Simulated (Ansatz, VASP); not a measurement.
## Two plane-wave programs on Co

Contents of INCAR:

```
SYSTEM = Co
  PREC = Accurate
  ENCUT = 520
  EDIFF = 1E-7
  ISMEAR = -1
  SIGMA = 0.05
  LREAL = .False.
  LASPH = .True.
  NELM = 150
  ALGO = Normal
  ISIF = 2
  LWAVE = .False.
  LCHARG = .True.
  ISPIN = 2
  MAGMOM = 0.3 0.3
  LORBIT = 11
  LMAXMIX = 4
  GGA = PE
  LELF = .True.
  LVHAR = .True.
  NBANDS = 20
```

The input KPOINTS:

```
regular mesh
0
Gamma
  11 11 11
  0 0 0
```

Contents of POSCAR:

```
Co
1.0
    3.5720000000      1.7860000000      1.7860000000
    1.7860000000      3.5720000000      1.7860000000
    1.7860000000      1.7860000000      3.5720000000
Co
2
Direct
    0.0000000000      0.0000000000      0.0000000000
    0.5000000000      0.5000000000      0.5000000000
```

Input for Ansatz:

```yaml
crystal:
  lattice:
    - [3.572, 1.786, 1.786]
    - [1.786, 3.572, 1.786]
    - [1.786, 1.786, 3.572]
  atoms:
    - { symbol: Co, position: [0.0, 0.0, 0.0], spin: 0.3 }
    - { symbol: Co, position: [0.5, 0.5, 0.5], spin: 0.3 }
magnetization:
  spin_polarized: true
hamiltonian:
  xc: pbe
  pseudopotentials: { kind: paw }
basis:
  ecutwfc: 420
kpoints:
  mp_grid: { grid: [11, 11, 11] }
scf:
  occupations: { method: fermi_dirac, width: 0.05 }
  lower_state_search: "off"
output:
  forces: true
  stress: true
```

Change from the starting cell: parallel moments scaled by 0.1, plain SCF.

Alike in both runs: task single point; functional PBE; k mesh 11 × 11 × 11; occupations fermi-dirac, width 0.05 eV; collinear spin.

|  | VASP | Ansatz |
| --- | --- | --- |
| version | VASP 6.6.1 | Ansatz 0.2.0 |
| potentials or method | VASP PAW PBE potentials, release 64 (Co), cutoff 520 eV | PAW, plane waves, scalar-relativistic |
| valence electrons in the cell | 18 | 34 |

```tsv
	VASP	Ansatz	Ansatz less VASP
pressure (GPa)	-20.3	-8.8	+11.51
traceless stress, the component that is largest in VASP (GPa)	-0.09	0.07	+0.163
net moment per atom (μB)	0.00	1.65	+1.651
size of the moment on the site where the two differ most (μB)	0.00	1.72	+1.725
```

The net moments are unlike, so the other rows may belong to different states. Site moments also hang on the region over which each program counts them. VASP's potentials hold 18 valence electrons a cell and Ansatz's 34, so a difference there can come from the potentials and not from the codes.
